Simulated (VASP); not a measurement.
Ca, 2 atoms in the cell. It takes space group P6_3/mmc (No. 194, hexagonal). The conventional cell has a = 3.047 Å, b = 3.047 Å, c = 5.074 Å, α = 90.00°, β = 90.00°, γ = 120.00°. Within 4.0 Å of Ca (site symmetry -6m2) lie 12 Ca at 3.05 to 3.09 Å. This isn't the form of Ca at room conditions, which is fcc.

```yaml
Program: VASP 6.6.1
Task: single point
Functional: PBEsol
Potentials_or_basis: VASP PAW PBE potentials, release 64 (Ca_sv)
Cutoff: 520 eV
k_mesh: 11 × 11 × 6
Occupations: fermi-dirac, width 0.08 eV
Spin: no spin polarisation
Dipole_correction: no
Further_INCAR_settings: ALGO = Normal; EDIFF = 1e-07; NBANDS = 17
```

Potentials or basis: VASP PAW PBE potentials, release 64 (Ca_sv).

Command:

```console
$ cat potpaw_PBE.64/Ca_sv/POTCAR > POTCAR
$ mpirun -np 1 vasp_std > vasp.out
```

Hardware: 1 thread of AMD EPYC 9R45 96-Core Processor (Zen 5), with other jobs on the host.

Task: Estimate the wall time of this run.

Result: It took 22 s on 1 thread of AMD EPYC 9R45 96-Core Processor (Zen 5), with other jobs on the host, peak memory 0.15 GiB. Counts: scf iterations 13, k points 64.
